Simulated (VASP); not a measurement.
**C: single point with LDA**

Crystal: C.

```xyz
16
Lattice="0.0000 3.6852 3.6852 3.6852 0.0000 3.6852 3.6852 3.6852 0.0000" Properties=species:S:1:pos:R:3 pbc="T T T"
C     0.2323    0.0028   -0.0338
C     1.0087    0.8109    0.9554
C     1.8382    1.8678   -0.0541
C     2.9373    2.7036    0.9456
C     1.8858    0.0528    1.8122
C     2.8738    0.8870    2.6350
C     3.8112    1.9072    1.8262
C     4.6299    2.7768    2.7559
C     0.0075    1.8395    1.8759
C     0.9645    2.7618    2.8186
C     1.8014    3.7093    1.8516
C     2.7390    4.6084    2.7852
C     1.8564    1.7868    3.6168
C     2.6605    2.7091    4.5108
C     3.6226    3.9281    3.7197
C     4.6137    4.5981    4.5765
```

```json
{
 "Program": "VASP 6.6.1",
 "Task": "single point",
 "Functional": "LDA",
 "Potentials or basis": "VASP PAW LDA potentials, release 64 (C)",
 "Cutoff": "520 eV",
 "k mesh": "3 × 3 × 3",
 "Occupations": "fermi-dirac, width 0.24 eV",
 "Spin": "no spin polarisation"
}
```

The pressure is -36.3 GPa and the largest force is 8.549 eV/Å. The band gap on the k mesh is 2.11 eV, direct.

Forces on the atoms (eV/Å):
```
C   -5.919 -0.772  1.861
C   -1.687  5.872 -1.727
C    1.829 -0.278  2.635
C   -3.943  3.289 -2.330
C    0.845 -4.237  0.550
C   -0.031  1.273  3.198
C   -1.793 -2.047  0.249
C    0.879  2.086  0.810
C   -0.742 -0.371 -1.686
C    0.597 -1.472 -4.154
C    3.205 -1.899 -0.439
C   -0.585  2.887 -2.115
C    1.262  0.484  0.355
C    4.164  2.127  3.044
C    0.520 -8.454 -1.159
C    1.399  1.511  0.909
```

Stress tensor (GPa, compression positive):
```
-36.66  -3.37  -1.17
 -3.37 -37.01   0.20
 -1.17   0.20 -35.26
```

Levels at points of the mesh, in eV from the valence-band top:
| k point | band 30 | band 31 | band 32 | band 33 | band 34 | band 35 |
| --- | --- | --- | --- | --- | --- | --- |
| (0.00, 0.00, 0.00) | -1.85 | -0.95 | 0.00 | 2.11 | 2.45 | 2.71 |

It took 71 s on 1 thread of Intel(R) Xeon(R) Platinum 8559C (Emerald Rapids) (shared host), peak memory 0.2 GiB.

Caveat: the k points lie up to 0.49 Å⁻¹ apart; forces of over 1 eV/Å act on the atoms, so gaps and moduli don't describe the material at rest. A k mesh can miss the band edges.
